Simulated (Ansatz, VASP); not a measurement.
Sb: VASP beside Ansatz

```
Sb
1.0
     3.12186    0.00000    0.00044
     0.00000    3.04321    0.00000
     0.00044    0.00000    3.01094
Sb
1
Direct
  0.00000 0.00000 0.00000
```

Alike in both runs: task single point; functional PBE; k mesh 12 × 12 × 12; occupations gaussian, width 0.1 eV; no spin polarisation.

```csv
,VASP,Ansatz
version,VASP 6.6.1,Ansatz 0.2.0
potentials or method,"VASP PAW PBE potentials, release 64 (Sb), cutoff 520 eV","scalar-relativistic, plane waves, PAW"
valence electrons in the cell,5,15
```

```csv
,VASP,Ansatz,Ansatz less VASP
gap on the k mesh at the Fermi level (eV),none,none,-
pressure (GPa),3.0,3.0,0.00
"traceless stress, the component that is largest in VASP (GPa)",1.59,1.59,-0.004
```

A gap of «none» marks a metal or a gap that the smearing closes. VASP's potentials hold 5 valence electrons a cell and Ansatz's 15, so a difference there can come from the potentials and not from the codes.

Neither program's run includes spin-orbit coupling.
